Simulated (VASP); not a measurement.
# NaF (Fm-3m) in VASP: further runs

The runs below take NaF through single point, relaxation of cell and atoms, with PBE, LDA, r2SCAN, PBEsol.

Everything below comes from runs of VASP 6.6.1. Logs are shortened: lines on timing, memory, paths and dates and some standing lists are left out, and cuts for length are marked.

## 1. The cell of the first run

It takes space group Fm-3m (No. 225, cubic). Conventional cell: a = 4.594 Å, b = 4.594 Å, c = 4.594 Å, α = 90.00°, β = 90.00°, γ = 90.00°. Na (site symmetry m-3m) has 6 F at 2.30 Å within 3.0 Å. Within 3.0 Å of F (site symmetry m-3m) lie 6 Na at 2.30 Å.

## 2. Single point, PBE

INCAR

```
  ALGO = Normal
  EDIFF = 1E-6
  ENCUT = 520
  GGA = PE
  ISIF = 2
  ISMEAR = -1
  LASPH = True
  LCHARG = False
  LREAL = False
  LWAVE = False
  NBANDS = 14
  NELM = 100
  PREC = Accurate
  SIGMA = 0.02
```

KPOINTS

```
k-points
0
Gamma
  10 10 10
```

POSCAR

```
NaF
1.0
    0.0000000000      2.2972417895      2.2972417895
    2.2972417895      0.0000000000      2.2972417895
    2.2972417895      2.2972417895      0.0000000000
Na F
1 1
Direct
    0.0000000000      0.0000000000      0.0000000000
    0.5000000000      0.5000000000      0.5000000000
```

Potentials or basis: VASP PAW PBE potentials, release 64 (Na_pv, F).

Started as:

```bash
$ cat potpaw_PBE.64/Na_pv/POTCAR potpaw_PBE.64/F/POTCAR > POTCAR
$ mpirun -np 1 vasp_std > vasp.out
```

OUTCAR:

```text
EDIFF = 1E-6
   ENCUT = 520
   GGA = PE
   ISIF = 2
   ISMEAR = -1
   LASPH = True
   LREAL = False
   NELM = 100
   PREC = Accurate

 ion  position               nearest neighbor table
   1  0.000  0.000  0.000-   2 2.30   2 2.30   2 2.30   2 2.30   2 2.30   2 2.30
   2  0.500  0.500  0.500-   1 2.30   1 2.30   1 2.30   1 2.30   1 2.30   1 2.30

  LATTYP: Found a face centered cubic cell.
 ALAT       =     4.5944835790

  Lattice vectors:

 A1 = (   0.0000000000,   2.2972417895,   2.2972417895)
 A2 = (   2.2972417895,   0.0000000000,   2.2972417895)
 A3 = (   2.2972417895,   2.2972417895,   0.0000000000)

Analysis of symmetry for initial positions (statically):
=====================================================================
 Subroutine PRICEL returns:
 Original cell was already a primitive cell.

 Routine SETGRP: Setting up the symmetry group for a
 face centered cubic supercell.

 Subroutine GETGRP returns: Found 48 space group operations
 (whereof 48 operations were pure point group operations)
 out of a pool of 48 trial point group operations.

The static configuration has the point symmetry O_h .

Analysis of symmetry for dynamics (positions and initial velocities):
=====================================================================
 Subroutine PRICEL returns:
 Original cell was already a primitive cell.

 Routine SETGRP: Setting up the symmetry group for a
 face centered cubic supercell.

 Subroutine GETGRP returns: Found 48 space group operations
 (whereof 48 operations were pure point group operations)
 out of a pool of 48 trial point group operations.

The dynamic configuration has the point symmetry O_h .

 Subroutine INISYM returns: Found 48 space group operations
 (whereof 48 operations are pure point group operations),
 and found     1 'primitive' translations

----------------------------------------------------------------------------------------

                                     Primitive cell

  volume of cell :      24.2466

  direct lattice vectors                    reciprocal lattice vectors
     0.000000000  2.297241790  2.297241790    -0.217652318  0.217652318  0.217652318
     2.297241790  0.000000000  2.297241790     0.217652318 -0.217652318  0.217652318
     2.297241790  2.297241790  0.000000000     0.217652318  0.217652318 -0.217652318

  length of vectors
     3.248790495  3.248790495  3.248790495     0.376984873  0.376984873  0.376984873

  position of ions in fractional coordinates (direct lattice)
     0.000000000  0.000000000  0.000000000
     0.500000000  0.500000000  0.500000000

  ion indices of the primitive-cell ions
   primitive index   ion index
                 1           1
                 2           2

----------------------------------------------------------------------------------------

 KPOINTS: k-points

Automatic generation of k-mesh.
 Grid dimensions read from file:
 generate k-points for:   10   10   10

 Generating k-lattice:

  Cartesian coordinates                     Fractional coordinates (reciprocal lattice)
    -0.021765232  0.021765232  0.021765232     0.100000000  0.000000000  0.000000000
     0.021765232 -0.021765232  0.021765232     0.000000000  0.100000000  0.000000000
     0.021765232  0.021765232 -0.021765232     0.000000000  0.000000000  0.100000000

  Length of vectors
     0.037698487  0.037698487  0.037698487

  Shift w.r.t. Gamma in fractional coordinates (k-lattice)
     0.000000000  0.000000000  0.000000000

 Subroutine IBZKPT returns following result:
 ===========================================

 Found     47 irreducible k-points:

 Following reciprocal coordinates:
            Coordinates               Weight
  0.000000  0.000000  0.000000      1.000000
  0.100000  0.000000  0.000000      8.000000
  0.200000  0.000000  0.000000      8.000000
  0.300000  0.000000  0.000000      8.000000
  0.400000  0.000000  0.000000      8.000000
  0.500000  0.000000  0.000000      4.000000
[... 16 lines left out ...]
  0.300000  0.300000  0.000000      6.000000
  0.400000  0.300000  0.000000     24.000000
 [... further k-points ...]
   k-points           NKPTS =     47   k-points in BZ     NKDIM =     47   number of bands    NBANDS=     14
   number of dos      NEDOS =    301   number of ions     NIONS =      2
   total plane-waves  NPLWV =  13824
   dimension x,y,z NGX =    24 NGY =   24 NGZ =   24
   dimension x,y,z NGXF=    48 NGYF=   48 NGZF=   48
   ions per type =               1   1
   NGX,Y,Z   is equivalent  to a cutoff of  12.28, 12.28, 12.28 a.u.
   NGXF,Y,Z  is equivalent  to a cutoff of  24.56, 24.56, 24.56 a.u.
 SYSTEM =  unknown system
   PREC   = accura    normal or accurate (medium, high low for compatibility)
   ISTART =      0    job   : 0-new  1-cont  2-samecut
   ICHARG =      2    charge: 1-file 2-atom 10-const
   ISPIN  =      1    spin polarized calculation?
   LNONCOLLINEAR =      F non collinear calculations
   LSORBIT =      F    spin-orbit coupling
   LASPH  =      T    aspherical Exc in radial PAW
   ENCUT  =  520.0 eV  38.22 Ry    6.18 a.u.   6.04  6.04  6.04*2*pi/ulx,y,z
   NELM   =    100;   NELMIN=  2; NELMDL= -5     # of ELM steps
   EDIFF  = 0.1E-05   stopping-criterion for ELM
   LREAL  =      F    real-space projection
   EDIFFG = 0.1E-04   stopping-criterion for IOM
   NSW    =      0    number of steps for IOM
   IBRION =     -1    ionic relax: 0-MD 1-quasi-New 2-CG
   NFREE  =      0    steps in history (QN), initial steepest desc. (CG)
   ISIF   =      2    stress and relaxation
   ISYM   =      2    0-nonsym 1-usesym 2-fastsym
   POTIM  = 0.5000    time-step for ionic-motion
   TEBEG  =    0.0;   TEEND  =   0.0 temperature during run
   PSTRESS=    0.0 pullay stress
   NELECT =      14.0000    total number of electrons
   NUPDOWN=      -1.0000    fix difference up-down
   EMIN   =  10.00;   EMAX   =-10.00  energy-range for DOS
   EFERMI =   0.00;   METHOD = LEGACY
   ISMEAR =    -1;   SIGMA  =   0.02  broadening in eV -4-tet -1-fermi 0-gaus
   EFERMI_NEDOS =   21; number of points for ismear=-14 and -15
   IALGO  =     38    algorithm
   IMIX   =      4    mixing-type and parameters
     AMIX     =   0.40;   BMIX     =  1.00
     AMIX_MAG =   1.60;   BMIX_MAG =  1.00
  volume/ion in A,a.u.               =      12.12        81.81
  Fermi-wavevector in a.u.,A,eV,Ry     =   1.363225  2.576121 25.284819  1.858382
  Thomas-Fermi vector in A             =   2.489646
   LORBIT       =      0    0 simple, 1 ext, 2 COOP (PROOUT), +10 PAW based schemes
   GGA     = PE    functional components
   LHFCALC =     F    Hartree Fock is set to
   AEXX    =    0.0000 exact exchange contribution
   IVDW    =     0    specifies the selected vdW correction
   LEPSILON=     F    determine dielectric tensor
   LRPA    =     F    only Hartree local field effects (RPA)
 non-spin polarized calculation
  energy-cutoff  :      520.00
  volume of cell :       24.25
 maximum number of plane-waves:       666
   NGX = 13   NGY = 13   NGZ = 13

 number of electron      13.9999992 magnetization

 Free energy of the ion-electron system (eV)
  ---------------------------------------------------
  ext. energy  EPLUGINS =         0.00000000
  ---------------------------------------------------
  free energy    TOTEN  =        -8.54958104 eV

  energy without entropy =       -8.54958104  energy(sigma->0) =       -8.54958104

 E-fermi :  -1.4807     XC(G=0):  -9.2786

 val. band max:       -1.9700607961   @ k =   0.0000   0.0000   0.0000
 cond. band min:       4.4700554654   @ k =   0.0000   0.0000   0.0000
 fundamental gap:      6.4401162614
 Fermi energy:        -1.4806501543

 k-point     1 :       0.0000    0.0000    0.0000
  band No.  band energies     occupation
      1     -21.1878      2.00000
      2     -20.8410      2.00000
      3     -20.8410      2.00000
      4     -20.8410      2.00000
      5      -1.9701      2.00000
      6      -1.9701      2.00000
      7      -1.9701      2.00000
      8       4.4701      0.00000
      9      17.1905      0.00000
     10      17.1905      0.00000
     11      17.1905      0.00000
     12      20.1056      0.00000
     13      22.3125      0.00000
     14      22.3125      0.00000

 k-point     2 :       0.1000    0.0000    0.0000
  band No.  band energies     occupation
      1     -21.3184      2.00000
      2     -20.8422      2.00000
      3     -20.8422      2.00000
      4     -20.6963      2.00000
      5      -2.1733      2.00000
      6      -1.9962      2.00000
      7      -1.9962      2.00000
      8       4.8345      0.00000
      9      15.9020      0.00000
     10      17.3537      0.00000
     11      17.3537      0.00000
     12      21.5725      0.00000
     13      21.9193      0.00000
     14      21.9193      0.00000

 k-point     3 :       0.2000    0.0000    0.0000
  band No.  band energies     occupation
      1     -21.5108      2.00000
      2     -20.8455      2.00000
      3     -20.8454      2.00000
      4     -20.4668      2.00000
      5      -2.6413      2.00000
      6      -2.0641      2.00000
      7      -2.0641      2.00000
      8       5.7716      0.00000
      9      14.1379      0.00000
     10      17.7667      0.00000
     11      17.7667      0.00000
     12      21.3058      0.00000
     13      21.3058      0.00000
     14      22.8112      0.00000
[... 324 lines left out ...]
 k-point    23 :       0.3000    0.3000    0.0000
  band No.  band energies     occupation
      1     -21.4443      2.00000
      2     -20.8786      2.00000
      3     -20.8786      2.00000
      4     -20.4716      2.00000
      5      -3.0685      2.00000
      6      -2.2535      2.00000
      7      -2.2535      2.00000
      8       7.7854      0.00000
      9      12.5331      0.00000
     10      16.1791      0.00000
     11      17.8423      0.00000
     12      17.8423      0.00000
     13      24.0889      0.00000
     14      24.6030      0.00000

 k-point    24 :       0.4000    0.3000    0.0000
  band No.  band energies     occupation
      1     -21.4142      2.00000
      2     -20.8931      2.00000
      3     -20.8843      2.00000
      4     -20.4842      2.00000
      5      -3.1826      2.00000
      6      -2.3651      2.00000
      7      -2.3073      2.00000
      8       8.8012      0.00000
      9      11.9907      0.00000
     10      15.0368      0.00000
     11      17.9410      0.00000
     12      17.9881      0.00000
     13      23.8344      0.00000
     14      24.9939      0.00000

 [... further k-points ...]

------------------------ aborting loop because EDIFF is reached ----------------------------------------

  FORCE on cell =-STRESS in cart. coord.  units (eV):
  Direction    XX          YY          ZZ          XY          YZ          ZX
  --------------------------------------------------------------------------------------
  -------------------------------------------------------------------------------------
  Total        0.5289450      0.5289450      0.5289450     -0.0000000      0.0000000      0.0000000
  in kB       34.9519179     34.9519179     34.9519179     -0.0000000      0.0000000      0.0000000
  external PRESSURE =      34.9519179 kB  Pullay stress =       0.0000000 kB

 VOLUME and BASIS-vectors are now :
 -----------------------------------------------------------------------------
  energy-cutoff  :      520.00
  volume of cell :       24.25
      direct lattice vectors                 reciprocal lattice vectors
     0.000000000  2.297241790  2.297241790    -0.217652318  0.217652318  0.217652318
     2.297241790  0.000000000  2.297241790     0.217652318 -0.217652318  0.217652318
     2.297241790  2.297241790  0.000000000     0.217652318  0.217652318 -0.217652318

 POSITION                                       TOTAL-FORCE (eV/Angst)
 -----------------------------------------------------------------------------------
      0.00000      0.00000      0.00000         0.000000      0.000000      0.000000
      2.29724      2.29724      2.29724        -0.000000     -0.000000     -0.000000
 -----------------------------------------------------------------------------------
    total drift:                                0.000000     -0.000000      0.000000

  FREE ENERGIE OF THE ION-ELECTRON SYSTEM (eV)
  ---------------------------------------------------
  free  energy   TOTEN  =        -8.5495810429 eV

  energy  without entropy=       -8.5495810429  energy(sigma->0) =       -8.54958104
```

It took 19 s on 1 thread of AMD EPYC 7R13, shared host; peak memory 0.11 GiB.

What came out:

| Item | Value |
| --- | --- |
| Free energy | -8.5496 eV |
| Pressure | 3.5 GPa |
| Band gap on the k mesh | 6.44 eV |

Caveat: the cell stands under pressure. A k mesh can miss the band edges.

## 3. Single point, LDA

INCAR

```
ALGO = Normal
EDIFF = 1E-7
ENCUT = 520
ISIF = 2
ISMEAR = 0
LASPH = True
LCHARG = True
LELF = True
LREAL = False
LVHAR = True
LWAVE = False
NBANDS = 14
NELM = 80
PREC = Accurate
SIGMA = 0.01
```

KPOINTS is that of step 2.

POSCAR is that of step 2.

Potentials or basis: VASP PAW LDA potentials, release 64 (Na_pv, F).

Started as:

```bash
$ cat potpaw_LDA.64/Na_pv/POTCAR potpaw_LDA.64/F/POTCAR > POTCAR
$ mpirun -np 1 vasp_std > vasp.out
```

Run time: 22 s. Hardware: 1 thread of AMD EPYC 7R13, shared host; peak memory 0.1 GiB.

The run converged. Its results:

- Free energy: -9.3194 eV
- Pressure: -3.3 GPa
- Band gap on the k mesh: 6.09 eV

Levels at points of the mesh, in eV from the valence-band top:
| k point | band 3 | band 4 | band 5 | band 6 | band 7 | band 8 | band 9 | band 10 | band 11 | band 12 |
| --- | --- | --- | --- | --- | --- | --- | --- | --- | --- | --- |
| (0.00, 0.00, 0.00) | -18.69 | -18.69 | 0.00 | 0.00 | 0.00 | 6.09 | 18.71 | 18.71 | 18.71 | 21.58 |
| (0.50, 0.00, 0.00) | -18.70 | -17.76 | -1.72 | -0.28 | -0.28 | 10.54 | 12.31 | 19.94 | 19.94 | 22.76 |
| (0.50, 0.50, 0.00) | -18.75 | -18.51 | -1.37 | -0.43 | -0.43 | 12.92 | 12.96 | 13.49 | 19.65 | 19.65 |

Caveat: the cell stands under tension. A k mesh can miss the band edges.

(Part 1 of 2 ends here.)
